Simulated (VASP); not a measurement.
A run of VASP 6.6.1 is set up as follows.

INCAR

```
SYSTEM = Ir
PREC = Accurate ; ENCUT = 520
EDIFF = 1E-6 ; ISMEAR = 1
SIGMA = 0.1 ; LREAL = .False.
LASPH = .True. ; NELM = 60
ALGO = Normal ; ISIF = 2
LWAVE = .False. ; LCHARG = .True.
LELF = .True. ; LVHAR = .True.
NBANDS = 10
```

KPOINTS

```
Automatic mesh
0
Gamma
  9 9 9
  0 0 0
```

Contents of POSCAR:

```
Ir
1.0
    2.5287212329      0.0000000000      0.0000000000
    0.0000000000      2.5287212329      0.0000000000
    0.0000000000      0.0000000000      2.5287212329
Ir
1
Direct
    0.0000000000      0.0000000000      0.0000000000
```

Potentials or basis: VASP PAW LDA potentials, release 64 (Ir).

Run with:

```bash
$ cat potpaw_LDA.64/Ir/POTCAR > POTCAR
$ mpirun -np 1 vasp_std > vasp.out
```

What does it give for the pressure?

1.4 GPa.
